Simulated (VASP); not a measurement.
Wanted: the native input for a VASP 6.6.1 run.

| Item | Value |
| --- | --- |
| Task | single point |
| Functional | PBE |
| Potentials or basis | VASP PAW PBE potentials, release 64 (Al, N) |
| Cutoff | 520 eV |
| k mesh | 9 × 9 × 6 |
| Occupations | gaussian, width 0.05 eV |
| Spin | no spin polarisation |
| Dipole correction | no |
| Further INCAR settings | ALGO = Normal; EDIFF = 1e-06; NBANDS = 16 |

The structure of AlN lies in POSCAR:

```
AlN
1.0
    3.1298889828      0.0000000000     -0.2347416737
   -1.5649444914      2.7105633702      0.1173708369
   -0.3762717222      0.0000000000      4.9166171702
Al N
2 2
Direct
    0.3414038700      0.6664738292      0.0010118166
    0.6749300408      0.3335261708      0.5010118166
    0.3279341947      0.6722023003      0.3839881834
    0.6557318944      0.3277976997      0.8839881834
```

This cell differs from its parent crystal: engineering shear strain xz -0.1500, normal strain along z -0.0200.

These files were run (other wordings do the same):

INCAR

```
SYSTEM = AlN
PREC = Accurate
ENCUT = 520
EDIFF = 1E-6
ISMEAR = 0
SIGMA = 0.05
LREAL = .False.
LASPH = .True.
NELM = 100
ALGO = Normal
ISIF = 2
LWAVE = .False.
LCHARG = .False.
GGA = PE
NBANDS = 16
```

KPOINTS

```
regular mesh
0
Gamma
  9 9 6
  0 0 0
```

Potentials or basis: VASP PAW PBE potentials, release 64 (Al, N).

Run with:

```sh
$ cat potpaw_PBE.64/Al/POTCAR potpaw_PBE.64/N/POTCAR > POTCAR
$ mpirun -np 1 vasp_std > vasp.out
```

It gave:

The pressure is 4.2 GPa and the largest force is 0.006 eV/Å. The band gap on the k mesh is 3.49 eV, direct.

Caveat: the cell differs from its parent crystal (engineering shear strain xz -0.1500, normal strain along z -0.0200).

Run time: 29 s on 1 thread of Intel(R) Xeon(R) Platinum 8481C CPU @ 2.70GHz (Sapphire Rapids), on a shared host, peak memory 0.2 GiB.
